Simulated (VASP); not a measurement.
NbPO4: single point with PBE

NbPO4:

```
Nb P O
1.0
     0.00000    3.87461    3.87461
     3.87461    0.00000    3.87461
     3.87461    3.87461    0.00000
Nb P O
1 1 4
Direct
  0.00000 0.00000 0.00000
  0.50000 0.50000 0.50000
  0.58834 0.13722 0.13722
  0.13722 0.13722 0.13722
  0.13722 0.58834 0.13722
  0.13722 0.13722 0.58834
```

The cell was built from a structure type or drawn by symmetry, and may not be a known phase.

```
Program                : VASP 6.6.1
Task                   : single point
Functional             : PBE
Potentials or basis    : VASP PAW PBE potentials, release 64 (Nb_sv, P, O)
Cutoff                 : 520 eV
k mesh                 : 4 × 4 × 4
Occupations            : gaussian, width 0.1 eV
Spin                   : collinear spin, ferrimagnetic start
Starting moments       : [0.04, 1.55, -0.44, -0.44, -0.44, -0.44] μB
Dipole correction      : no
Further INCAR settings : ALGO = Normal; EDIFF = 1e-06; NBANDS = 34
```

| Property | Result |
| --- | --- |
| Pressure | -1.9 GPa |
| Largest force | 0.057 eV/Å |
| Net moment | 0.00 μB per cell |
| Valence electrons inside the program's atomic spheres | Nb 10.89; P 2.13; O 4.88 |

Forces on the atoms (eV/Å):
```
Nb   0.000  0.000  0.000
P    0.000  0.000  0.000
O    0.033 -0.033 -0.033
O    0.033  0.033  0.033
O   -0.033  0.033 -0.033
O   -0.033 -0.033  0.033
```

Levels at points of the mesh, in eV from the Fermi level:
Spin up:
```
           k point  band 19  band 20  band 21  band 22  band 23  band 24
(0.00, 0.00, 0.00)    -0.02    -0.02    -0.02     0.28     0.28     0.28
(0.50, 0.00, 0.00)    -0.47    -0.47    -0.02     0.18     0.39     0.39
(0.50, 0.50, 0.00)    -0.68    -0.46    -0.46     0.20     0.84     0.84
```
Spin down:
| k point | band 18 | band 19 | band 20 | band 21 | band 22 | band 23 | band 24 | band 25 |
| --- | --- | --- | --- | --- | --- | --- | --- | --- |
| (0.00, 0.00, 0.00) | -1.48 | -0.02 | -0.02 | -0.02 | 0.28 | 0.28 | 0.28 | 5.29 |
| (0.50, 0.00, 0.00) | -0.68 | -0.47 | -0.47 | -0.02 | 0.18 | 0.39 | 0.39 | 5.49 |
| (0.50, 0.50, 0.00) | -0.80 | -0.68 | -0.46 | -0.46 | 0.20 | 0.84 | 0.84 | 5.23 |

Wall time 3.1 min on 1 thread of Intel(R) Xeon(R) Platinum 8488C (Sapphire Rapids) (shared host), peak memory 0.34 GiB.
